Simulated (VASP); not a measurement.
Runs of VASP 6.6.1 on TiCo. The structure is that of space group Pm-3m (No. 221), or close to it. The cells are those of the table. 

```csv
task,potentials or basis,cell,cutoff (eV),second run,gap on the mesh (eV),pressure (GPa),moment (μB),relaxed volume (Å³/atom)
relaxation of cell and atoms,"VASP PAW PBE potentials, release 64 (Ti_sv, Co)","relaxed from a = 3.000 Å, 2 atoms",600,-,none,-0.3,0.00,12.63
single point,"VASP PAW PBE potentials, release 64 (Ti_sv, Co)","a = 3.000 Å, 2 atoms",520,-,none,-11.5,0.24,-
single point,"VASP PAW PBE potentials, release 64 (Ti_sv, Co)","a = 2.935 Å, 2 atoms",520,-,none,(b),(a),-
relaxation of cell and atoms,"VASP PAW PBE potentials, release 64 (Ti_sv, Co_sv)","relaxed from a = 3.000 Å, 2 atoms",600,valence_matched,none,-0.1,0.00,12.58
```

Alike in all rows: level PBEsol; spin collinear, ferromagnetic start; k mesh 6 × 6 × 6; smearing gaussian 0.1 eV.

Fill in the values left out.

(a) 0.17; (b) -0.5.

Caveats: the PAW data sets were made with another functional, which shifts forces and pressure a little.

A gap of «none» marks levels without a gap at the run's occupations.

The runs don't all hold the same shells in valence.
